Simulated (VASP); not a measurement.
# In3GaAs4 (P-4m2) in VASP: notebook

The runs below take In3GaAs4 through single point, relaxation of cell and atoms, with PBE.

All numbers are computed with VASP 6.6.1; they aren't measurements. Logs are shortened: lines on timing, memory, paths and dates and some standing lists are left out, and cuts for length are marked.

## (1) The cell of the first run

The structure is tetragonal, space group P-4m2 (No. 115). Conventional cell: a = 4.320 Å, b = 4.320 Å, c = 12.069 Å, α = 90.00°, β = 90.00°, γ = 90.00°. Within 3.5 Å of In (site symmetry 2mm) lie 4 As at 2.67 Å. Within 3.5 Å of In (site symmetry -4m2) lie 4 As at 2.67 Å. Ga (site symmetry -4m2) has 4 As at 2.54 Å within 3.4 Å. Within 3.4 Å of As (site symmetry 2mm) lie 2 Ga at 2.54 Å and 2 In at 2.67 Å. Within 3.5 Å of As (site symmetry 2mm) lie 4 In at 2.67 Å.

## (2) Single point, PBE

INCAR reads:

```
SYSTEM = In3GaAs4
  PREC = Accurate
  ENCUT = 520
  EDIFF = 1E-6
  ISMEAR = 0
  SIGMA = 0.1
  LREAL = .False.
  LASPH = .True.
  NELM = 60
  ALGO = Normal
  ISIF = 2
  LWAVE = .False.
  LCHARG = .True.
  GGA = PE
  LELF = .True.
  LVHAR = .True.
  NBANDS = 46
```

KPOINTS reads:

```
regular mesh
0
Gamma
  4 4 2
  0 0 0
```

POSCAR reads:

```
In3GaAs4
1.0
    4.3199739492      0.0000000000      0.0000000000
    0.0000000000      4.3199739492      0.0000000000
    0.0000000000      0.0000000000     12.0691951875
In Ga As
3 1 4
Direct
    0.0000000000      0.0000000000      0.7412077051
    0.0000000000      0.0000000000      0.2587922949
    0.5000000000      0.5000000000      0.0000000000
    0.5000000000      0.5000000000      0.5000000000
    0.5000000000      0.0000000000      0.3888538809
    0.0000000000      0.5000000000      0.1294472338
    0.5000000000      0.0000000000      0.8705527662
    0.0000000000      0.5000000000      0.6111461191
```

Potentials or basis: VASP PAW PBE potentials, release 64 (In_d, Ga_d, As).

The run is started by

```console
> cat potpaw_PBE.64/In_d/POTCAR potpaw_PBE.64/Ga_d/POTCAR potpaw_PBE.64/As/POTCAR > POTCAR
> mpirun -np 1 vasp_std > vasp.out
```

OUTCAR:

```text
SYSTEM = In3GaAs4
   PREC = Accurate
   ENCUT = 520
   EDIFF = 1E-6
   ISMEAR = 0
   LREAL = .False.
   LASPH = .True.
   NELM = 60
   ISIF = 2
   GGA = PE

 ion  position               nearest neighbor table
   1  0.000  0.000  0.741-   7 2.67   7 2.67   8 2.67   8 2.67
   2  0.000  0.000  0.259-   6 2.67   6 2.67   5 2.67   5 2.67
   3  0.500  0.500  0.000-   6 2.67   7 2.67   7 2.67   6 2.67
   4  0.500  0.500  0.500-   5 2.54   8 2.54   5 2.54   8 2.54
   5  0.500  0.000  0.389-   4 2.54   4 2.54   2 2.67   2 2.67
   6  0.000  0.500  0.129-   2 2.67   2 2.67   3 2.67   3 2.67
   7  0.500  0.000  0.871-   1 2.67   1 2.67   3 2.67   3 2.67
   8  0.000  0.500  0.611-   4 2.54   4 2.54   1 2.67   1 2.67

  LATTYP: Found a simple tetragonal cell.
 ALAT       =     4.3199739492
 C/A-ratio  =     2.7938120298

  Lattice vectors:

 A1 = (   4.3199739492,   0.0000000000,   0.0000000000)
 A2 = (   0.0000000000,   4.3199739492,   0.0000000000)
 A3 = (   0.0000000000,   0.0000000000,  12.0691951875)

Analysis of symmetry for initial positions (statically):
=====================================================================
 Subroutine PRICEL returns:
 Original cell was already a primitive cell.

 Routine SETGRP: Setting up the symmetry group for a
 simple tetragonal supercell.

 Subroutine GETGRP returns: Found  8 space group operations
 (whereof  8 operations were pure point group operations)
 out of a pool of 16 trial point group operations.

The static configuration has the point symmetry D_2d.

Analysis of symmetry for dynamics (positions and initial velocities):
=====================================================================
 Subroutine PRICEL returns:
 Original cell was already a primitive cell.

 Routine SETGRP: Setting up the symmetry group for a
 simple tetragonal supercell.

 Subroutine GETGRP returns: Found  8 space group operations
 (whereof  8 operations were pure point group operations)
 out of a pool of 16 trial point group operations.

The dynamic configuration has the point symmetry D_2d.

 Subroutine INISYM returns: Found  8 space group operations
 (whereof  8 operations are pure point group operations),
 and found     1 'primitive' translations

----------------------------------------------------------------------------------------

                                     Primitive cell

  volume of cell :     225.2374

  direct lattice vectors                    reciprocal lattice vectors
     4.319973949  0.000000000  0.000000000     0.231482877  0.000000000  0.000000000
     0.000000000  4.319973949  0.000000000     0.000000000  0.231482877  0.000000000
     0.000000000  0.000000000 12.069195188     0.000000000  0.000000000  0.082855566

  length of vectors
     4.319973949  4.319973949 12.069195188     0.231482877  0.231482877  0.082855566

  position of ions in fractional coordinates (direct lattice)
     0.000000000  0.000000000  0.741207705
     0.000000000  0.000000000  0.258792295
     0.500000000  0.500000000  0.000000000
     0.500000000  0.500000000  0.500000000
     0.500000000  0.000000000  0.388853881
     0.000000000  0.500000000  0.129447234
     0.500000000  0.000000000  0.870552766
     0.000000000  0.500000000  0.611146119

  ion indices of the primitive-cell ions
   primitive index   ion index
                 1           1
                 2           2
                 3           3
                 4           4
                 5           5
                 6           6
                 7           7
                 8           8

----------------------------------------------------------------------------------------

 KPOINTS: regular mesh

Automatic generation of k-mesh.
 Grid dimensions read from file:
 generate k-points for:    4    4    2

 Generating k-lattice:

  Cartesian coordinates                     Fractional coordinates (reciprocal lattice)
     0.057870719  0.000000000  0.000000000     0.250000000  0.000000000  0.000000000
     0.000000000  0.057870719  0.000000000     0.000000000  0.250000000  0.000000000
[... 59 lines left out ...]
      6     -10.6525      2.00000
[... 38 lines left out ...]
     45       8.7380      0.00000
     46       8.7380      0.00000

 k-point     7 :       0.0000    0.0000    0.5000
  band No.  band energies     occupation
      1     -11.0033      2.00000
      2     -10.9684      2.00000
      3     -10.9684      2.00000
      4     -10.9490      2.00000
      5     -10.8990      2.00000
      6     -10.6391      2.00000
[... 38 lines left out ...]
     45       8.2771      0.00000
     46       8.2820      0.00000

 k-point     8 :       0.2500    0.0000    0.5000
  band No.  band energies     occupation
      1     -11.0013      2.00000
      2     -10.9751      2.00000
      3     -10.9678      2.00000
      4     -10.9444      2.00000
      5     -10.9015      2.00000
      6     -10.6259      2.00000
[... 38 lines left out ...]
     45       8.3791      0.00000
     46       8.4240      0.00000

 k-point     9 :       0.5000    0.0000    0.5000
  band No.  band energies     occupation
      1     -11.0036      2.00000
      2     -10.9779      2.00000
      3     -10.9673      2.00000
      4     -10.9395      2.00000
      5     -10.9041      2.00000
      6     -10.6095      2.00000
[... 38 lines left out ...]
     45       8.5578      0.00000
     46       8.6222      0.00000

 k-point    10 :       0.2500    0.2500    0.5000
  band No.  band energies     occupation
      1     -11.0012      2.00000
      2     -10.9884      2.00000
      3     -10.9556      2.00000
      4     -10.9427      2.00000
      5     -10.9043      2.00000
      6     -10.6276      2.00000
[... 38 lines left out ...]
     45       8.6838      0.00000
     46       8.8183      0.00000

 k-point    11 :       0.5000    0.2500    0.5000
  band No.  band energies     occupation
      1     -11.0048      2.00000
      2     -10.9947      2.00000
      3     -10.9491      2.00000
      4     -10.9387      2.00000
      5     -10.9070      2.00000
      6     -10.6310      2.00000
[... 38 lines left out ...]
     45       9.2630      0.00000
     46       9.6576      0.00000

 k-point    12 :       0.5000    0.5000    0.5000
  band No.  band energies     occupation
      1     -11.0061      2.00000
      2     -11.0061      2.00000
      3     -10.9384      2.00000
      4     -10.9355      2.00000
      5     -10.9098      2.00000
      6     -10.6529      2.00000
[... 38 lines left out ...]
     45      10.9855      0.00000
     46      10.9904      0.00000

------------------------ aborting loop because EDIFF is reached ----------------------------------------

  FORCE on cell =-STRESS in cart. coord.  units (eV):
  Direction    XX          YY          ZZ          XY          YZ          ZX
  --------------------------------------------------------------------------------------
  -------------------------------------------------------------------------------------
  Total        0.1862732      0.1862732      0.1419592      0.0000000      0.0000000      0.0000000
  in kB        1.3250139      1.3250139      1.0097957      0.0000000      0.0000000      0.0000000
  external PRESSURE =       1.2199412 kB  Pullay stress =       0.0000000 kB

 VOLUME and BASIS-vectors are now :
 -----------------------------------------------------------------------------
  energy-cutoff  :      520.00
  volume of cell :      225.24
      direct lattice vectors                 reciprocal lattice vectors
     4.319973949  0.000000000  0.000000000     0.231482877  0.000000000  0.000000000
     0.000000000  4.319973949  0.000000000     0.000000000  0.231482877  0.000000000
     0.000000000  0.000000000 12.069195188     0.000000000  0.000000000  0.082855566

 POSITION                                       TOTAL-FORCE (eV/Angst)
 -----------------------------------------------------------------------------------
      0.00000      0.00000      8.94578         0.000000     -0.000000      0.009623
      0.00000      0.00000      3.12341        -0.000000     -0.000000     -0.009623
      2.15999      2.15999      0.00000        -0.000000     -0.000000      0.000000
      2.15999      2.15999      6.03460        -0.000000      0.000000      0.000000
      2.15999      0.00000      4.69315        -0.000000     -0.000000     -0.002762
      0.00000      2.15999      1.56232        -0.000000     -0.000000     -0.003319
      2.15999      0.00000     10.50687        -0.000000     -0.000000      0.003319
      0.00000      2.15999      7.37604        -0.000000     -0.000000      0.002762
 -----------------------------------------------------------------------------------
    total drift:                                0.000000     -0.000000     -0.000000

  FREE ENERGIE OF THE ION-ELECTRON SYSTEM (eV)
  ---------------------------------------------------
  free  energy   TOTEN  =       -31.1337803039 eV

  energy  without entropy=      -31.1290006985  energy(sigma->0) =      -31.13139050
```

It took 79 s on 1 thread of AMD EPYC 9R45 (Zen 5), shared host; peak memory 0.32 GiB.

What came out:

```
Free energy            : -31.1338 eV
Pressure               : 0.1 GPa
Largest force          : 0.010 eV/Å
Band gap on the k mesh : zero (filled and empty bands touch)
```

Forces on the atoms (eV/Å):
```
In   0.000  0.000  0.010
In   0.000  0.000 -0.010
In   0.000  0.000  0.000
Ga   0.000  0.000  0.000
As   0.000  0.000 -0.003
As   0.000  0.000 -0.003
As   0.000  0.000  0.003
As   0.000  0.000  0.003
```

Levels at points of the mesh, in eV from the Fermi level:
```
           k point  band 34  band 35  band 36  band 37  band 38  band 39
(0.00, 0.00, 0.00)    -0.50    -0.05    -0.02    -0.02     1.51     1.55
(0.50, 0.00, 0.00)    -0.91    -0.88    -0.86     0.57     0.88     2.15
(0.50, 0.50, 0.00)    -2.19    -2.19    -2.11     1.62     1.62     1.89
(0.00, 0.00, 0.50)    -0.61    -0.44    -0.44     1.22     1.38     1.77
(0.50, 0.00, 0.50)    -0.93    -0.88    -0.87     1.24     1.80     1.84
(0.50, 0.50, 0.50)    -2.44    -2.44    -2.40     2.50     2.50     2.59
```

Caveat: the k points lie up to 0.36 Å⁻¹ apart; semilocal functionals underestimate gaps, so a narrow gap can read as zero; spin-orbit coupling is left out, which moves the levels of the heavy elements.

[end of part 1 of 2]
